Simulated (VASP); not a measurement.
Runs of VASP 6.6.1 on C. The structure is that of space group R-3m (No. 166), or close to it. The cells are those of the table. 

| cell | smearing | gap on the mesh (eV) | pressure (GPa) | largest force (eV/Å) |
| --- | --- | --- | --- | --- |
| a = 3.683 Å, angles 39.5°, 2 atoms | methfessel-paxton 0.135 eV | 0.93 | -9.8 | 0.89 |
| a = 3.586 Å, angles 39.5°, 2 atoms | methfessel-paxton 0.141 eV | 0.96 | 14.3 | 0.85 |
| a = 3.635 Å, angles 39.5°, 2 atoms | methfessel-paxton 0.138 eV | 0.95 | 1.1 | 0.87 |
| a = 3.611 Å, angles 39.5°, 2 atoms | methfessel-paxton 0.139 eV | 0.96 | 7.4 | 0.86 |
| a = 3.561 Å, angles 39.5°, 2 atoms | methfessel-paxton 0.142 eV | 0.97 | (b) | 0.83 |
| a = 3.659 Å, angles 39.5°, 2 atoms | methfessel-paxton 0.137 eV | 0.94 | -4.6 | 0.88 |
| a = 3.706 Å, angles 39.5°, 2 atoms | methfessel-paxton 0.134 eV | (a) | -14.5 | 0.89 |

Alike in all rows: task single point; level PBEsol+D3(BJ); potentials or basis VASP PAW PBE potentials, release 64 (C); no spin polarisation; k mesh 11 × 11 × 11; cutoff (eV) 520.

**Question.** Fill in the values left out.

**Answer.** (a) 0.92; (b) 21.9.

Caveats: three body term missing; the PAW data sets were made with another functional, which shifts forces and pressure a little.

A k mesh can miss the band edges.
